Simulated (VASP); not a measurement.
Set up this calculation in VASP 6.6.1, as the native input.

```
Task                               : single point
Functional                         : PBE-based global hybrid
Potentials or basis                : VASP PAW PBE potentials, release 64 (Mg, O)
Cutoff                             : 520 eV
k mesh                             : 4 × 4 × 4
Occupations                        : gaussian, width 0.01 eV
Spin                               : no spin polarisation
Dipole correction                  : no
Grid for exact exchange (PRECFOCK) : Normal
Share of exact exchange            : 0.5
Further INCAR settings             : ALGO = Normal; EDIFF = 1e-06; NBANDS = 11
```

MgO:

```xyz
2
Lattice="2.6233 0.0000 0.0000 0.0000 2.6233 0.0000 0.0000 0.0000 2.6233" Properties=species:S:1:pos:R:3 pbc="T T T"
Mg    0.0000    0.0000    0.0000
O     1.3117    1.3117    1.3117
```

These files were run (other wordings do the same):

POSCAR

```
MgO
1.0
    2.6233491285      0.0000000000      0.0000000000
    0.0000000000      2.6233491285      0.0000000000
    0.0000000000      0.0000000000      2.6233491285
Mg O
1 1
Direct
    0.0000000000      0.0000000000      0.0000000000
    0.5000000000      0.5000000000      0.5000000000
```

INCAR.step1

```
PREC = Accurate ; ENCUT = 520
EDIFF = 1E-5 ; ISMEAR = 0
SIGMA = 0.01 ; LREAL = F
LASPH = T ; NELM = 100
ALGO = Normal ; ISIF = 2
LWAVE = T ; NBANDS = 11
GGA = PE
```

INCAR.step2

```
PREC = Accurate ; ENCUT = 520
EDIFF = 1E-6 ; ISMEAR = 0
SIGMA = 0.01 ; LREAL = F
LASPH = T ; NELM = 100
ALGO = Normal ; ISIF = 2
LWAVE = F ; LCHARG = T
GGA = PE ; LHFCALC = T
AEXX = 0.5 ; PRECFOCK = Normal
LELF = T ; LVHAR = T
NBANDS = 11 ; ISTART = 1
```

KPOINTS

```
regular mesh
0
Gamma
  4 4 4
```

Potentials or basis: VASP PAW PBE potentials, release 64 (Mg, O).

Run with:

```console
$ cat potpaw_PBE.64/Mg/POTCAR potpaw_PBE.64/O/POTCAR > POTCAR
$ cp INCAR.step1 INCAR
$ mpirun -np 1 vasp_std > vasp.out
$ cp INCAR.step2 INCAR
$ mpirun -np 1 vasp_std > vasp.out
```

It gave:

```json
{"Pressure": "-7.3 GPa", "Band gap on the k mesh": "7.40 eV, indirect (least direct gap 8.60 eV)"}
```

Caveat: the k points lie up to 0.60 Å⁻¹ apart; the PAW data sets were made with another functional, which shifts forces and pressure a little.

Wall time 48 s on 1 thread of Intel(R) Xeon(R) Platinum 8488C (Sapphire Rapids), on a shared host, peak memory 0.13 GiB.
